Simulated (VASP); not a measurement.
# BaTiO3 (R3m) in VASP: further runs

BaTiO3 is run at these levels: PBE+U; tasks: single point, relaxation of shape and atoms at fixed volume.

All numbers are computed with VASP 6.6.1; they aren't measurements. Logs are shortened: lines on timing, memory, paths and dates and some standing lists are left out, and cuts for length are marked.

## (1) The cell of the first run

Symmetry: R3m, No. 160, trigonal system. Conventional cell: a = 5.818 Å, b = 5.818 Å, c = 7.213 Å, α = 90.00°, β = 90.00°, γ = 120.00°. Ba (site symmetry 3m) has 12 O at 2.81 to 3.06 Å and 8 Ti at 3.51 to 3.70 Å within 3.7 Å. Ti (site symmetry 3m) has 6 O at 1.88 to 2.27 Å within 2.5 Å. Within 2.5 Å of O (site symmetry m) lie 2 Ti at 1.88 to 2.27 Å.

## (2) Single point, PBE+U (volume scaled by 1.06, then relaxed in part)

Input file INCAR:

```
PREC = Accurate
ENCUT = 520
EDIFF = 1E-7
ISMEAR = 0
SIGMA = 0.02
LREAL = F
LASPH = T
NELM = 150
ALGO = Normal
ISIF = 2
LWAVE = F
LCHARG = F
LMAXMIX = 4
LDAU = T
LDAUTYPE = 2
LDAUL = -1 2 -1
LDAUU = 0 4 0
LDAUJ = 0 0 0
LDAUPRINT = 1
GGA = PE
NBANDS = 28
```

Input file KPOINTS:

```
Automatic mesh
0
Gamma
  6 6 6
```

Input file POSCAR:

```
BaTiO3
1.0
    2.9091196332      1.6795810033      2.4041728672
   -2.9091196332      1.6795810033      2.4041728672
    0.0000000000     -3.3591620067      2.4041728672
Ba Ti O
1 1 3
Direct
    0.0082067989      0.0082067989      0.0082067989
    0.5209965413      0.5209965413      0.5209965413
    0.4877050844      0.4877050844      0.9740864909
    0.4877050844      0.9740864909      0.4877050844
    0.9740864909      0.4877050844      0.4877050844
```

Potentials or basis: VASP PAW PBE potentials, release 64 (Ba_sv, Ti_sv, O).

Launch:

```bash
$ cat potpaw_PBE.64/Ba_sv/POTCAR potpaw_PBE.64/Ti_sv/POTCAR potpaw_PBE.64/O/POTCAR > POTCAR
$ mpirun -np 1 vasp_std > vasp.out
```

OUTCAR:

```text
PREC = Accurate
   ENCUT = 520
   EDIFF = 1E-7
   ISMEAR = 0
   LREAL = F
   LASPH = T
   NELM = 150
   ISIF = 2
   GGA = PE

 ion  position               nearest neighbor table
   1  0.008  0.008  0.008-   3 2.81   4 2.81   5 2.81   5 2.92   4 2.92   3 2.92   3 2.92   4 2.92
                             5 2.92   3 3.06   4 3.06   5 3.06   2 3.51   2 3.54   2 3.54   2 3.54
   2  0.521  0.521  0.521-   4 1.88   5 1.88   3 1.88   4 2.27   5 2.27   3 2.27   1 3.51   1 3.54
                             1 3.54   1 3.54   1 3.60   1 3.60   1 3.60   1 3.70
   3  0.488  0.488  0.974-   2 1.88   2 2.27   1 2.81   1 2.92   1 2.92   1 3.06
   4  0.488  0.974  0.488-   2 1.88   2 2.27   1 2.81   1 2.92   1 2.92   1 3.06
   5  0.974  0.488  0.488-   2 1.88   2 2.27   1 2.81   1 2.92   1 2.92   1 3.06

  LATTYP: Found a trigonal (rhomboedric) cell.
 ALAT       =     4.1308614794
 COS(alpha) =     0.0080908549

  Lattice vectors:

 A1 = (   2.9091196332,   1.6795810033,   2.4041728672)
 A2 = (  -2.9091196332,   1.6795810033,   2.4041728672)
 A3 = (   0.0000000000,  -3.3591620067,   2.4041728672)

Analysis of symmetry for initial positions (statically):
=====================================================================
 Subroutine PRICEL returns:
 Original cell was already a primitive cell.

 Routine SETGRP: Setting up the symmetry group for a
 trigonal (rhombohedral) supercell.

 Subroutine GETGRP returns: Found  6 space group operations
 (whereof  6 operations were pure point group operations)
 out of a pool of 12 trial point group operations.

The static configuration has the point symmetry C_3v.

Analysis of symmetry for dynamics (positions and initial velocities):
=====================================================================
 Subroutine PRICEL returns:
 Original cell was already a primitive cell.

 Routine SETGRP: Setting up the symmetry group for a
 trigonal (rhombohedral) supercell.

 Subroutine GETGRP returns: Found  6 space group operations
 (whereof  6 operations were pure point group operations)
 out of a pool of 12 trial point group operations.

The dynamic configuration has the point symmetry C_3v.

 Subroutine INISYM returns: Found  6 space group operations
 (whereof  6 operations are pure point group operations),
 and found     1 'primitive' translations

----------------------------------------------------------------------------------------

                                     Primitive cell

  volume of cell :      70.4822

  direct lattice vectors                    reciprocal lattice vectors
     2.909119633  1.679581003  2.404172867     0.171873303  0.099231098  0.138647823
    -2.909119633  1.679581003  2.404172867    -0.171873303  0.099231098  0.138647823
     0.000000000 -3.359162007  2.404172867     0.000000000 -0.198462195  0.138647823

  length of vectors
     4.130861479  4.130861479  4.130861479     0.242095976  0.242095976  0.242095976

  position of ions in fractional coordinates (direct lattice)
     0.008206799  0.008206799  0.008206799
     0.520996541  0.520996541  0.520996541
     0.487705084  0.487705084  0.974086491
     0.487705084  0.974086491  0.487705084
     0.974086491  0.487705084  0.487705084

  ion indices of the primitive-cell ions
   primitive index   ion index
                 1           1
                 2           2
                 3           3
                 4           4
                 5           5

----------------------------------------------------------------------------------------

 KPOINTS: Automatic mesh

Automatic generation of k-mesh.
 Grid dimensions read from file:
 generate k-points for:    6    6    6
[... 49 lines left out ...]
   dimension x,y,z NGX =    32 NGY =   32 NGZ =   32
   dimension x,y,z NGXF=    64 NGYF=   64 NGZF=   64
   ions per type =               1   1   3
   NGX,Y,Z   is equivalent  to a cutoff of  12.88, 12.88, 12.88 a.u.
   NGXF,Y,Z  is equivalent  to a cutoff of  25.76, 25.76, 25.76 a.u.
 SYSTEM =  unknown system
[... 51 lines left out ...]
 -0.0000  0.0625  0.0000  0.0000  0.1708

 occupancies and eigenvectors

  o =  0.1119  v =  0.0000 -0.0000 -1.0000 -0.0000  0.0000  0.0000  0.0000  0.0000  0.0000  0.0000      0.0000  0.0000  0.0000  0.0000  0.0000  0.0000  0.0000  0.0000  0.0000  0.0000
  o =  0.1119  v =  0.0000  0.0000  0.0000  0.0000  0.0000  0.0000 -0.0000 -1.0000 -0.0000  0.0000      0.0000  0.0000  0.0000  0.0000  0.0000  0.0000  0.0000  0.0000  0.0000  0.0000
  o =  0.1153  v =  0.0000  0.6643 -0.0000 -0.0000 -0.7474  0.0000  0.0000  0.0000  0.0000  0.0000      0.0000  0.0000  0.0000  0.0000  0.0000  0.0000  0.0000  0.0000  0.0000  0.0000
  o =  0.1153  v =  0.0000  0.0000  0.0000  0.0000  0.0000  0.0000  0.6643 -0.0000 -0.0000 -0.7474      0.0000  0.0000  0.0000  0.0000  0.0000  0.0000  0.0000  0.0000  0.0000  0.0000
  o =  0.1153  v =  0.0000  0.0000  0.0000  0.0000  0.0000  0.7474 -0.0000  0.0000 -0.6643  0.0000      0.0000  0.0000  0.0000  0.0000  0.0000  0.0000  0.0000  0.0000  0.0000  0.0000
  o =  0.1153  v =  0.7474 -0.0000  0.0000 -0.6643  0.0000  0.0000  0.0000  0.0000  0.0000  0.0000      0.0000  0.0000  0.0000  0.0000  0.0000  0.0000  0.0000  0.0000  0.0000  0.0000
  o =  0.2410  v = -0.6643  0.0000  0.0000 -0.7474  0.0000  0.0000  0.0000  0.0000  0.0000  0.0000      0.0000  0.0000  0.0000  0.0000  0.0000  0.0000  0.0000  0.0000  0.0000  0.0000
  o =  0.2410  v =  0.0000  0.0000  0.0000  0.0000  0.0000 -0.6643  0.0000  0.0000 -0.7474  0.0000      0.0000  0.0000  0.0000  0.0000  0.0000  0.0000  0.0000  0.0000  0.0000  0.0000
  o =  0.2410  v =  0.0000  0.7474  0.0000  0.0000  0.6643  0.0000  0.0000  0.0000  0.0000  0.0000      0.0000  0.0000  0.0000  0.0000  0.0000  0.0000  0.0000  0.0000  0.0000  0.0000
  o =  0.2410  v =  0.0000  0.0000  0.0000  0.0000  0.0000  0.0000  0.7474  0.0000  0.0000  0.6643      0.0000  0.0000  0.0000  0.0000  0.0000  0.0000  0.0000  0.0000  0.0000  0.0000

 number of electron      39.9999996 magnetization

 Free energy of the ion-electron system (eV)
  ---------------------------------------------------
  ext. energy  EPLUGINS =         0.00000000
  ---------------------------------------------------
  free energy    TOTEN  =       -37.23977309 eV

  energy without entropy =      -37.23977309  energy(sigma->0) =      -37.23977309

 E-fermi :   3.2638     XC(G=0): -10.7402

 val. band max:        3.1681357766   @ k =   0.5000   0.5000   0.5000
 cond. band min:       6.1639083044   @ k =   0.1667  -0.0000  -0.0000
 fundamental gap:      2.9957725279
 Fermi energy:         3.2637825642

 k-point     1 :       0.0000    0.0000    0.0000
  band No.  band energies     occupation
      1     -54.3097      2.00000
      2     -30.5174      2.00000
      3     -30.4902      2.00000
      4     -30.4902      2.00000
      5     -21.8723      2.00000
      6     -13.4599      2.00000
[... 733 lines left out ...]
     27      10.8612      0.00000
     28      11.2761      0.00000

 [... further k-points ...]
[... 5 lines left out ...]
  --------------------------------------------------------------------------------------
  -------------------------------------------------------------------------------------
  Total       -0.5681883     -0.5681883     -0.9560515      0.0000000      0.0000000     -0.0000000
  in kB      -12.9158620    -12.9158620    -21.7326345      0.0000000      0.0000000     -0.0000000
  external PRESSURE =     -15.8547862 kB  Pullay stress =       0.0000000 kB

 VOLUME and BASIS-vectors are now :
 -----------------------------------------------------------------------------
  energy-cutoff  :      520.00
  volume of cell :       70.48
      direct lattice vectors                 reciprocal lattice vectors
     2.909119633  1.679581003  2.404172867     0.171873303  0.099231098  0.138647823
    -2.909119633  1.679581003  2.404172867    -0.171873303  0.099231098  0.138647823
     0.000000000 -3.359162007  2.404172867     0.000000000 -0.198462195  0.138647823

 POSITION                                       TOTAL-FORCE (eV/Angst)
 -----------------------------------------------------------------------------------
      0.00000     -0.00000      0.05919         0.000000      0.000000     -0.058285
      0.00000     -0.00000      3.75770         0.000000      0.000000     -0.780912
      0.00000     -1.63383      4.68693         0.000000     -0.398591      0.279732
     -1.41494      0.81692      4.68693        -0.345190      0.199295      0.279732
      1.41494      0.81692      4.68693         0.345190      0.199295      0.279732
 -----------------------------------------------------------------------------------
    total drift:                                0.000000     -0.000004     -0.001959

  FREE ENERGIE OF THE ION-ELECTRON SYSTEM (eV)
  ---------------------------------------------------
  free  energy   TOTEN  =       -37.2397730950 eV

  energy  without entropy=      -37.2397730950  energy(sigma->0) =      -37.23977309
```

Run time: 64 s. Hardware: 1 thread of Intel Xeon 6975P-C, shared host; peak memory 0.22 GiB.

What came out:

| Property | Result |
| --- | --- |
| Free energy | -37.2398 eV |
| Pressure | -1.6 GPa |
| Largest force | 0.781 eV/Å |
| Band gap on the k mesh | 3.00 eV, indirect (least direct gap 3.58 eV) |

Forces on the atoms (eV/Å):
```
Ba   0.000  0.000 -0.058
Ti   0.000  0.000 -0.781
O    0.000 -0.399  0.280
O   -0.345  0.199  0.280
O    0.345  0.199  0.280
```

Stress tensor (GPa, compression positive):
```
-1.29  0.00  0.00
 0.00 -1.29  0.00
 0.00  0.00 -2.17
```

Eigenvalues of the final occupation matrices:
```csv
site,spin,trace,eigenvalues
site 2 d,1,0.82,0.11 0.12 0.12 0.24 0.24
site 2 d,2,0.82,0.11 0.12 0.12 0.24 0.24
```

Caveat: the cell differs from its parent crystal (volume scaled by 1.06, then relaxed in part); spin-orbit coupling is left out, which moves the levels of the heavy elements.

## (3) Single point, PBE+U (volume scaled by 1.10, then relaxed in part)

Input file INCAR:

```
ALGO = Normal
EDIFF = 1E-6
ENCUT = 520
GGA = PE
ISIF = 2
ISMEAR = 0
LASPH = T
LCHARG = F
LDAU = T
LDAUJ = 0 0 0
LDAUL = -1 2 -1
LDAUPRINT = 1
LDAUTYPE = 2
LDAUU = 0 4 0
LMAXMIX = 4
LREAL = F
LWAVE = F
NBANDS = 28
NELM = 150
PREC = Accurate
SIGMA = 0.02
```

Input file KPOINTS:

```
k-points
0
Gamma
  6 6 6
```

Input file POSCAR:

```
BaTiO3
1.0
    2.9394425131      1.6970879262      2.4436878635
   -2.9394425131      1.6970879262      2.4436878635
    0.0000000000     -3.3941758524      2.4436878634
Ba Ti O
1 1 3
Direct
    0.0125374038      0.0125374038      0.0125374038
    0.5251864647      0.5251864647      0.5251864647
    0.4859776008      0.4859776008      0.9690209298
    0.4859776008      0.9690209298      0.4859776008
    0.9690209298      0.4859776008      0.4859776008
```

Potentials or basis: VASP PAW PBE potentials, release 64 (Ba_sv, Ti_sv, O).

Launch:

```bash
$ cat potpaw_PBE.64/Ba_sv/POTCAR potpaw_PBE.64/Ti_sv/POTCAR potpaw_PBE.64/O/POTCAR > POTCAR
$ mpirun -np 1 vasp_std > vasp.out
```

Run time: 63 s. Hardware: 1 thread of Intel Xeon 6975P-C, shared host; peak memory 0.22 GiB.

The run converged. Its results:

```
Free energy            : -37.1360 eV
Pressure               : -3.8 GPa
Largest force          : 0.839 eV/Å
Band gap on the k mesh : 3.15 eV, indirect (least direct gap 3.73 eV)
```

Forces on the atoms (eV/Å):
```
Ba   0.000  0.000 -0.075
Ti   0.000  0.000 -0.839
O    0.000 -0.438  0.304
O   -0.379  0.219  0.304
O    0.379  0.219  0.304
```

Stress tensor (GPa, compression positive):
```
-3.45  0.00  0.00
 0.00 -3.45  0.00
 0.00  0.00 -4.45
```

Levels at points of the mesh, in eV from the valence-band top:
```tsv
k point	band 17	band 18	band 19	band 20	band 21	band 22	band 23	band 24
(0.00, 0.00, 0.00)	-0.84	-0.83	-0.74	-0.74	3.24	3.24	3.39	4.42
(0.50, 0.00, 0.00)	-1.50	-1.34	-1.12	-0.95	3.35	3.99	4.19	4.41
(0.50, 0.50, 0.00)	-1.63	-0.94	-0.82	-0.09	4.07	4.15	4.40	4.55
(0.50, 0.50, 0.50)	-2.22	-0.07	-0.07	0.00	4.28	4.60	4.60	5.91
```

Eigenvalues of the final occupation matrices:
```
    site  spin  trace               eigenvalues
site 2 d     1   0.84  0.11 0.12 0.12 0.24 0.24
site 2 d     2   0.84  0.11 0.12 0.12 0.24 0.24
```

Caveat: the cell differs from its parent crystal (volume scaled by 1.10, then relaxed in part); spin-orbit coupling is left out, which moves the levels of the heavy elements. A k mesh can miss the band edges.

## (4) Single point, PBE+U (volume scaled by 1.02, then relaxed in part)

Input file INCAR:

```
ALGO = Normal
EDIFF = 1E-7
ENCUT = 520
GGA = PE
ISIF = 2
ISMEAR = 0
LASPH = T
LCHARG = T
LDAU = T
LDAUJ = 0 0 0
LDAUL = -1 2 -1
LDAUPRINT = 1
LDAUTYPE = 2
LDAUU = 0 4 0
LELF = T
LMAXMIX = 4
LREAL = F
LVHAR = T
LWAVE = F
NBANDS = 28
NELM = 150
PREC = Accurate
SIGMA = 0.01
```

KPOINTS is that of step 3.

Input file POSCAR:

```
BaTiO3
1.0
    2.8772121048      1.6611591832      2.3650449669
   -2.8772121048      1.6611591832      2.3650449669
    0.0000000000     -3.3223183665      2.3650449668
Ba Ti O
1 1 3
Direct
    0.0044831539      0.0044831539      0.0044831539
    0.5159118307      0.5159118307      0.5159118307
    0.4893774925      0.4893774925      0.9795500304
    0.4893774925      0.9795500304      0.4893774925
    0.9795500304      0.4893774925      0.4893774925
```

Launch:

```bash
$ cat potpaw_PBE.64/Ba_sv/POTCAR potpaw_PBE.64/Ti_sv/POTCAR potpaw_PBE.64/O/POTCAR > POTCAR
$ mpirun -np 1 vasp_std > vasp.out
```

Wall time 1.7 min (1 thread of AMD EPYC 7R13, shared host); peak memory 0.18 GiB.

The run converged. Its results:

```
Free energy            : -37.2992 eV
Pressure               : 1.5 GPa
Largest force          : 0.683 eV/Å
Band gap on the k mesh : 2.75 eV, indirect (least direct gap 3.24 eV)
```

Forces in eV/Å, atoms in the order of the input:
```
Ba   0.000  0.000 -0.047
Ti   0.000  0.000 -0.683
O    0.000 -0.339  0.243
O   -0.293  0.169  0.243
O    0.293  0.169  0.243
```

Stress tensor (GPa, compression positive):
```
1.69 0.00 0.00
0.00 1.69 0.00
0.00 0.00 1.09
```

Levels at points of the mesh, in eV from the valence-band top:
| k point | band 18 | band 19 | band 20 | band 21 | band 22 | band 23 |
| --- | --- | --- | --- | --- | --- | --- |
| (0.00, 0.00, 0.00) | -0.57 | -0.48 | -0.48 | 2.75 | 2.75 | 2.87 |
| (0.50, 0.00, 0.00) | -1.51 | -0.99 | -0.90 | 2.92 | 3.97 | 4.07 |
| (0.50, 0.50, 0.00) | -0.93 | -0.87 | -0.09 | 4.05 | 4.06 | 4.39 |
| (0.50, 0.50, 0.50) | -0.03 | -0.03 | 0.00 | 4.46 | 4.62 | 4.62 |

Eigenvalues of the final occupation matrices:
```
    site  spin  trace               eigenvalues
site 2 d     1   0.81  0.11 0.11 0.11 0.24 0.24
site 2 d     2   0.81  0.11 0.11 0.11 0.24 0.24
```

Caveat: the cell differs from its parent crystal (volume scaled by 1.02, then relaxed in part); spin-orbit coupling is left out, which moves the levels of the heavy elements.

## (5) Relaxation of shape and atoms at fixed volume, PBE+U (volume scaled by 1.10)

Input file INCAR:

```
ALGO     = Normal         # electronic algorithm
EDIFF    = 1E-7           # SCF threshold, eV
EDIFFG   = -0.01          # ionic threshold
ENCUT    = 600            # plane-wave cutoff, eV
GGA      = PE             # functional
IBRION   = 2              # ionic algorithm
ISIF     = 4              # what is computed and relaxed
ISMEAR   = 0              # smearing method
LASPH    = T              # aspherical terms in the spheres
LCHARG   = F              # write CHGCAR
LDAU     = T              # DFT+U
LDAUJ    = 0 0 0        
LDAUL    = -1 2 -1        # shell
LDAUPRINT= 1            
LDAUTYPE = 2            
LDAUU    = 0 4 0          # U, eV
LMAXMIX  = 4              # l up to which the mixer works
LREAL    = F              # projectors in reciprocal space
LWAVE    = F              # write WAVECAR
NELM     = 150            # most SCF steps
NSW      = 50             # ionic steps
PREC     = Accurate       # precision mode
SIGMA    = 0.02           # smearing width, eV
```

KPOINTS is that of step 4.

Input file POSCAR:

```
BaTiO3
1.0
    2.9452614609      1.7004474972      2.4340414227
   -2.9452614609      1.7004474972      2.4340414227
    0.0000000000     -3.4008949945      2.4340414227
Ba Ti O
1 1 3
Direct
    0.0082067989      0.0082067989      0.0082067989
    0.5209965413      0.5209965413      0.5209965413
    0.4877050844      0.4877050844      0.9740864909
    0.4877050844      0.9740864909      0.4877050844
    0.9740864909      0.4877050844      0.4877050844
```

Launch:

```bash
$ cat potpaw_PBE.64/Ba_sv/POTCAR potpaw_PBE.64/Ti_sv/POTCAR potpaw_PBE.64/O/POTCAR > POTCAR
$ mpirun -np 1 vasp_std > vasp.out
```

Run time: 5.1 min. Hardware: 1 thread of Intel Xeon Platinum 8488C (Sapphire Rapids), shared host; peak memory 0.25 GiB.

The run converged. Its results:

- Free energy: -37.1863 eV
- Energy gained by relaxing: 0.9 meV/atom
- Ionic steps: 7
- Pressure after relaxing: -7.6 GPa
- Largest force after relaxing: 0.006 eV/Å
- Band gap on the k mesh: 2.71 eV, indirect (least direct gap 3.29 eV)

Forces in eV/Å, atoms in the order of the input:
```
Ba   0.000  0.000 -0.006
Ti   0.000  0.000  0.000
O    0.000 -0.001  0.002
O   -0.001  0.000  0.002
O    0.001  0.000  0.002
```

Stress tensor (GPa, compression positive):
```
-7.64  0.00  0.00
 0.00 -7.64  0.00
 0.00  0.00 -7.53
```

Step by step:
| step | energy change (eV) | largest force (eV/Å) | pressure (GPa) | volume (Å³) |
| --- | --- | --- | --- | --- |
| 1 | 0.0000 | 0.2600 | -6.52 | 73.14 |
| 2 | -0.0035 | 0.0825 | -7.22 | 73.14 |
| 3 | -0.0038 | 0.0400 | -7.52 | 73.14 |
| 4 | -0.0041 | 0.0366 | -7.53 | 73.14 |
| 5 | -0.0043 | 0.0315 | -7.55 | 73.14 |
| 6 | -0.0044 | 0.0170 | -7.58 | 73.14 |
| 7 | -0.0044 | 0.0058 | -7.61 | 73.14 |

Final structure:
```xyz
5
Lattice="2.9488 1.7025 2.4283 -2.9488 1.7025 2.4283 0.0000 -3.4049 2.4283" Properties=species:S:1:pos:R:3 pbc="T T T"
Ba    0.0000    0.0000    0.0483
Ti    0.0000    0.0000    3.7748
O     0.0000   -1.6587    4.7446
O    -1.4365    0.8293    4.7446
O     1.4365    0.8293    4.7446
```

Levels at points of the mesh, in eV from the valence-band top:
```
           k point  band 18  band 19  band 20  band 21  band 22  band 23
(0.00, 0.00, 0.00)    -0.64    -0.58    -0.58     2.71     2.71     2.81
(0.50, 0.00, 0.00)    -1.40    -1.00    -0.90     2.83     3.69     3.78
(0.50, 0.50, 0.00)    -0.93    -0.87    -0.08     3.76     3.79     4.07
(0.50, 0.50, 0.50)    -0.04    -0.04     0.00     4.09     4.27     4.27
```

Eigenvalues of the final occupation matrices:
| site | spin | trace | eigenvalues |
| --- | --- | --- | --- |
| site 2 d | 1 | 0.79 | 0.11 0.11 0.11 0.23 0.23 |
| site 2 d | 2 | 0.79 | 0.11 0.11 0.11 0.23 0.23 |

Caveat: the cell differs from its parent crystal (volume scaled by 1.10); spin-orbit coupling is left out, which moves the levels of the heavy elements.

## (6) Summary

| task | cell | cutoff (eV) | smearing | gap on the mesh (eV) | pressure (GPa) | largest force (eV/Å) |
| --- | --- | --- | --- | --- | --- | --- |
| single point | a = 4.131 Å, angles 89.5°, 5 atoms | 520 | gaussian 0.02 eV | 3.00 | -1.6 | 0.78 |
| single point | a = 4.182 Å, angles 89.3°, 5 atoms | 520 | gaussian 0.02 eV | 3.15 | -3.8 | 0.84 |
| single point | a = 4.078 Å, angles 89.7°, 5 atoms | 520 | gaussian 0.01 eV | 2.75 | 1.5 | 0.68 |
| relaxation of shape and atoms at fixed volume | relaxed from a = 4.182 Å, angles 89.5°, 5 atoms | 600 | gaussian 0.02 eV | 2.71 | -7.6 | 0.01 |

Alike in all rows: level PBE+U; potentials or basis VASP PAW PBE potentials, release 64 (Ba_sv, Ti_sv, O); no spin polarisation; Ti d U = 4.0 eV; k mesh 6 × 6 × 6.

Caveats: spin-orbit coupling is left out, which moves the levels of the heavy elements.

Absolute energies hang on the potentials; compare differences alone.
